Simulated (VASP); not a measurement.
# MgO (P6_3/mmc) in VASP: single point with PBEsol

Aim: the single point of MgO with PBEsol.

Everything below comes from runs of VASP 6.6.1. Logs are shortened: lines on timing, memory, paths and dates and some standing lists are left out, and cuts for length are marked.

### Step 1. The cell of the first run

The structure is hexagonal, space group P6_3/mmc (No. 194). The conventional cell has a = 3.320 Å, b = 3.320 Å, c = 4.055 Å, α = 90.00°, β = 90.00°, γ = 120.00°. Mg (site symmetry -6m2) has 5 O at 1.92 to 2.03 Å within 2.5 Å. O (site symmetry -6m2) has 5 Mg at 1.92 to 2.03 Å within 2.5 Å.

### Step 2. Single point, PBEsol

The input, INCAR:

```
PREC = Accurate
ENCUT = 840
EDIFF = 1E-6
ISMEAR = 0
SIGMA = 0.05
LREAL = F
LASPH = T
NELM = 120
ALGO = Normal
ISIF = 2
LWAVE = F
LCHARG = F
GGA = PS
NBANDS = 24
GGA_COMPAT = F
```

The input, KPOINTS:

```
regular mesh
0
Gamma
  9 9 6
```

The input, POSCAR:

```
MgO
1.0
    3.3200000000      0.0000000000      0.0000000000
   -1.6600000000      2.8752043406      0.0000000000
    0.0000000000      0.0000000000      4.0549000000
Mg O
2 2
Direct
    0.6666666667      0.3333333333      0.7500000000
    0.3333333333      0.6666666667      0.2500000000
    0.6666666667      0.3333333333      0.2500000000
    0.3333333333      0.6666666667      0.7500000000
```

Potentials or basis: VASP PAW PBE potentials, release 64 (Mg_sv, O).

Run with:

```bash
cat potpaw_PBE.64/Mg_sv/POTCAR potpaw_PBE.64/O/POTCAR > POTCAR
mpirun -np 1 vasp_std > vasp.out
```

OUTCAR:

```text
PREC = Accurate
   ENCUT = 840
   EDIFF = 1E-6
   ISMEAR = 0
   LREAL = F
   LASPH = T
   NELM = 120
   ISIF = 2
   GGA = PS

 ion  position               nearest neighbor table
   1  0.667  0.333  0.750-   4 1.92   4 1.92   4 1.92   3 2.03   3 2.03
   2  0.333  0.667  0.250-   3 1.92   3 1.92   3 1.92   4 2.03   4 2.03
   3  0.667  0.333  0.250-   2 1.92   2 1.92   2 1.92   1 2.03   1 2.03
   4  0.333  0.667  0.750-   1 1.92   1 1.92   1 1.92   2 2.03   2 2.03

  LATTYP: Found a hexagonal cell.
 ALAT       =     3.3200000000
 C/A-ratio  =     1.2213554217

  Lattice vectors:

 A1 = (   3.3200000000,   0.0000000000,   0.0000000000)
 A2 = (  -1.6600000000,   2.8752043406,   0.0000000000)
 A3 = (   0.0000000000,   0.0000000000,   4.0549000000)

Analysis of symmetry for initial positions (statically):
=====================================================================
 Subroutine PRICEL returns:
 Original cell was already a primitive cell.

 Routine SETGRP: Setting up the symmetry group for a
 hexagonal supercell.

 Subroutine GETGRP returns: Found 24 space group operations
 (whereof 12 operations were pure point group operations)
 out of a pool of 24 trial point group operations.

The static configuration has the point symmetry D_3d.
 The point group associated with its full space group is D_6h.

Analysis of symmetry for dynamics (positions and initial velocities):
=====================================================================
 Subroutine PRICEL returns:
 Original cell was already a primitive cell.

 Routine SETGRP: Setting up the symmetry group for a
 hexagonal supercell.

 Subroutine GETGRP returns: Found 24 space group operations
 (whereof 12 operations were pure point group operations)
 out of a pool of 24 trial point group operations.

The dynamic configuration has the point symmetry D_3d.
 The point group associated with its full space group is D_6h.

 Subroutine INISYM returns: Found 24 space group operations
 (whereof 12 operations are pure point group operations),
 and found     1 'primitive' translations

----------------------------------------------------------------------------------------

                                     Primitive cell

  volume of cell :      38.7068

  direct lattice vectors                    reciprocal lattice vectors
     3.320000000  0.000000000  0.000000000     0.301204819  0.173900683  0.000000000
    -1.660000000  2.875204341  0.000000000     0.000000000  0.347801367  0.000000000
     0.000000000  0.000000000  4.054900000     0.000000000  0.000000000  0.246615206

  length of vectors
     3.320000000  3.320000000  4.054900000     0.347801367  0.347801367  0.246615206

  position of ions in fractional coordinates (direct lattice)
     0.666666667  0.333333333  0.750000000
     0.333333333  0.666666667  0.250000000
     0.666666667  0.333333333  0.250000000
     0.333333333  0.666666667  0.750000000

  ion indices of the primitive-cell ions
   primitive index   ion index
                 1           1
                 2           2
                 3           3
                 4           4

----------------------------------------------------------------------------------------

 KPOINTS: regular mesh

Automatic generation of k-mesh.
 Grid dimensions read from file:
 generate k-points for:    9    9    6

 Generating k-lattice:

  Cartesian coordinates                     Fractional coordinates (reciprocal lattice)
     0.033467202  0.019322298  0.000000000     0.111111111  0.000000000  0.000000000
     0.000000000  0.038644596  0.000000000     0.000000000  0.111111111  0.000000000
     0.000000000  0.000000000  0.041102534     0.000000000  0.000000000  0.166666667

  Length of vectors
     0.038644596  0.038644596  0.041102534

  Shift w.r.t. Gamma in fractional coordinates (k-lattice)
     0.000000000  0.000000000  0.000000000

 Subroutine IBZKPT returns following result:
 ===========================================

 Found     48 irreducible k-points:

 Following reciprocal coordinates:
            Coordinates               Weight
  0.000000  0.000000  0.000000      1.000000
  0.111111  0.000000  0.000000      6.000000
  0.222222  0.000000  0.000000      6.000000
  0.333333  0.000000  0.000000      6.000000
  0.444444  0.000000  0.000000      6.000000
  0.111111  0.111111  0.000000      6.000000
[... 16 lines left out ...]
  0.333333  0.222222  0.166667     24.000000
  0.333333  0.333333  0.166667      4.000000
 [... further k-points ...]
   k-points           NKPTS =     48   k-points in BZ     NKDIM =     48   number of bands    NBANDS=     24
   number of dos      NEDOS =    301   number of ions     NIONS =      4
   total plane-waves  NPLWV =  40960
   dimension x,y,z NGX =    32 NGY =   32 NGZ =   40
   dimension x,y,z NGXF=    64 NGYF=   64 NGZF=   80
   ions per type =               2   2
   NGX,Y,Z   is equivalent  to a cutoff of  16.02, 16.02, 16.40 a.u.
   NGXF,Y,Z  is equivalent  to a cutoff of  32.05, 32.05, 32.80 a.u.
 SYSTEM =  unknown system
   PREC   = accura    normal or accurate (medium, high low for compatibility)
   ISTART =      0    job   : 0-new  1-cont  2-samecut
   ICHARG =      2    charge: 1-file 2-atom 10-const
   ISPIN  =      1    spin polarized calculation?
   LNONCOLLINEAR =      F non collinear calculations
   LSORBIT =      F    spin-orbit coupling
   LASPH  =      T    aspherical Exc in radial PAW
   ENCUT  =  840.0 eV  61.74 Ry    7.86 a.u.   7.85  7.85  9.58*2*pi/ulx,y,z
   NELM   =    120;   NELMIN=  2; NELMDL= -5     # of ELM steps
   EDIFF  = 0.1E-05   stopping-criterion for ELM
   LREAL  =      F    real-space projection
[... 7 lines left out ...]
   TEBEG  =    0.0;   TEEND  =   0.0 temperature during run
   PSTRESS=    0.0 pullay stress
   NELECT =      32.0000    total number of electrons
   NUPDOWN=      -1.0000    fix difference up-down
   EMIN   =  10.00;   EMAX   =-10.00  energy-range for DOS
   EFERMI =   0.00;   METHOD = LEGACY
   ISMEAR =     0;   SIGMA  =   0.05  broadening in eV -4-tet -1-fermi 0-gaus
   EFERMI_NEDOS =   21; number of points for ismear=-14 and -15
   IALGO  =     38    algorithm
   IMIX   =      4    mixing-type and parameters
     AMIX     =   0.40;   BMIX     =  1.00
     AMIX_MAG =   1.60;   BMIX_MAG =  1.00
  volume/ion in A,a.u.               =       9.68        65.30
  Fermi-wavevector in a.u.,A,eV,Ry     =   1.536488  2.903541 32.120571  2.360795
  Thomas-Fermi vector in A             =   2.643130
   LORBIT       =      0    0 simple, 1 ext, 2 COOP (PROOUT), +10 PAW based schemes
   GGA     = PS    functional components
   LHFCALC =     F    Hartree Fock is set to
   AEXX    =    0.0000 exact exchange contribution
   IVDW    =     0    specifies the selected vdW correction
   LEPSILON=     F    determine dielectric tensor
   LRPA    =     F    only Hartree local field effects (RPA)
 non-spin polarized calculation
 Gauss-broadening in eV      SIGMA  =   0.05
  energy-cutoff  :      840.00
  volume of cell :       38.71
 maximum number of plane-waves:      2173
 NGX is ok and might be reduce to    32
   NGX = 15   NGY = 15   NGZ = 19

 number of electron      32.0000003 magnetization

 Free energy of the ion-electron system (eV)
  ---------------------------------------------------
  ext. energy  EPLUGINS =         0.00000000
  ---------------------------------------------------
  free energy    TOTEN  =       -24.31153609 eV

  energy without entropy =      -24.31153609  energy(sigma->0) =      -24.31153609

 E-fermi :   2.9492     XC(G=0): -11.1956

 val. band max:        2.5458490816   @ k =   0.0000   0.0000   0.0000
 cond. band min:       6.5168126709   @ k =   0.0000   0.0000   0.0000
 fundamental gap:      3.9709635893
 Fermi energy:         2.9492084366

 k-point     1 :       0.0000    0.0000    0.0000
  band No.  band energies     occupation
      1     -68.8982      2.00000
      2     -68.8754      2.00000
      3     -35.9187      2.00000
      4     -35.8715      2.00000
      5     -35.8715      2.00000
      6     -35.8290      2.00000
[... 16 lines left out ...]
     23      18.7534      0.00000
     24      19.5411      0.00000

 k-point     2 :       0.1111    0.0000    0.0000
  band No.  band energies     occupation
      1     -68.8974      2.00000
      2     -68.8756      2.00000
      3     -35.9149      2.00000
      4     -35.8747      2.00000
      5     -35.8734      2.00000
      6     -35.8338      2.00000
[... 16 lines left out ...]
     23      18.2534      0.00000
     24      18.9648      0.00000

 k-point     3 :       0.2222    0.0000    0.0000
  band No.  band energies     occupation
      1     -68.8951      2.00000
      2     -68.8767      2.00000
      3     -35.9045      2.00000
      4     -35.8831      2.00000
      5     -35.8781      2.00000
      6     -35.8456      2.00000
[... 16 lines left out ...]
     23      17.8568      0.00000
     24      17.9920      0.00000

 k-point     4 :       0.3333    0.0000    0.0000
  band No.  band energies     occupation
      1     -68.8921      2.00000
      2     -68.8786      2.00000
      3     -35.8929      2.00000
      4     -35.8899      2.00000
      5     -35.8832      2.00000
      6     -35.8591      2.00000
[... 16 lines left out ...]
     23      17.7881      0.00000
     24      18.1763      0.00000

 k-point     5 :       0.4444    0.0000    0.0000
  band No.  band energies     occupation
      1     -68.8893      2.00000
      2     -68.8807      2.00000
      3     -35.8994      2.00000
      4     -35.8864      2.00000
      5     -35.8763      2.00000
      6     -35.8676      2.00000
[... 451 lines left out ...]
 k-point    22 :       0.2222    0.2222    0.1667
  band No.  band energies     occupation
      1     -68.8895      2.00000
      2     -68.8806      2.00000
      3     -35.9101      2.00000
      4     -35.8919      2.00000
      5     -35.8773      2.00000
      6     -35.8548      2.00000
[... 16 lines left out ...]
     23      17.8022      0.00000
     24      19.1707      0.00000

 k-point    23 :       0.3333    0.2222    0.1667
  band No.  band energies     occupation
      1     -68.8871      2.00000
      2     -68.8826      2.00000
      3     -35.9086      2.00000
      4     -35.8954      2.00000
      5     -35.8885      2.00000
      6     -35.8447      2.00000
[... 16 lines left out ...]
     23      17.5588      0.00000
     24      19.5183      0.00000

 k-point    24 :       0.3333    0.3333    0.1667
  band No.  band energies     occupation
      1     -68.8848      2.00000
      2     -68.8848      2.00000
      3     -35.9000      2.00000
      4     -35.9000      2.00000
      5     -35.8971      2.00000
      6     -35.8381      2.00000
[... 16 lines left out ...]
     23      17.3772      0.00000
     24      20.5450      0.00000

 [... further k-points ...]
[... 5 lines left out ...]
  --------------------------------------------------------------------------------------
  -------------------------------------------------------------------------------------
  Total        6.0462468      6.0462468      5.0753899     -0.0000000      0.0000000      0.0000000
  in kB      250.2704097    250.2704097    210.0840316     -0.0000000      0.0000000      0.0000000
  external PRESSURE =     236.8749503 kB  Pullay stress =       0.0000000 kB

 VOLUME and BASIS-vectors are now :
 -----------------------------------------------------------------------------
  energy-cutoff  :      840.00
  volume of cell :       38.71
      direct lattice vectors                 reciprocal lattice vectors
     3.320000000  0.000000000  0.000000000     0.301204819  0.173900683  0.000000000
    -1.660000000  2.875204341  0.000000000     0.000000000  0.347801367  0.000000000
     0.000000000  0.000000000  4.054900000     0.000000000  0.000000000  0.246615206

 POSITION                                       TOTAL-FORCE (eV/Angst)
 -----------------------------------------------------------------------------------
      1.66000      0.95840      3.04117        -0.000000      0.000000      0.000000
     -0.00000      1.91680      1.01372        -0.000000     -0.000000      0.000000
      1.66000      0.95840      1.01372         0.000000     -0.000000      0.000000
     -0.00000      1.91680      3.04117        -0.000000      0.000000      0.000000
 -----------------------------------------------------------------------------------
    total drift:                               -0.000000      0.000000     -0.000000

  FREE ENERGIE OF THE ION-ELECTRON SYSTEM (eV)
  ---------------------------------------------------
  free  energy   TOTEN  =       -24.3115360948 eV

  energy  without entropy=      -24.3115360948  energy(sigma->0) =      -24.31153609
```

Run time: 47 s. Hardware: 1 thread of Intel Xeon Platinum 8488C (Sapphire Rapids), shared host; peak memory 0.22 GiB.

What came out:

| Item | Value |
| --- | --- |
| Free energy | -24.3115 eV |
| Pressure | 23.7 GPa |
| Band gap on the k mesh | 3.97 eV |

Levels at points of the mesh, in eV from the valence-band top:
```csv
k point,band 12,band 13,band 14,band 15,band 16,band 17,band 18,band 19,band 20,band 21
"(0.00, 0.00, 0.00)",-2.00,-2.00,-1.04,-1.04,0.00,3.97,10.37,12.96,13.42,13.42
"(0.00, 0.00, 0.50)",-2.73,-1.55,-1.55,-1.55,-1.55,7.03,7.03,13.76,13.76,13.76
```

Caveat: the cell stands under pressure; the PAW data sets were made with another functional, which shifts forces and pressure a little.
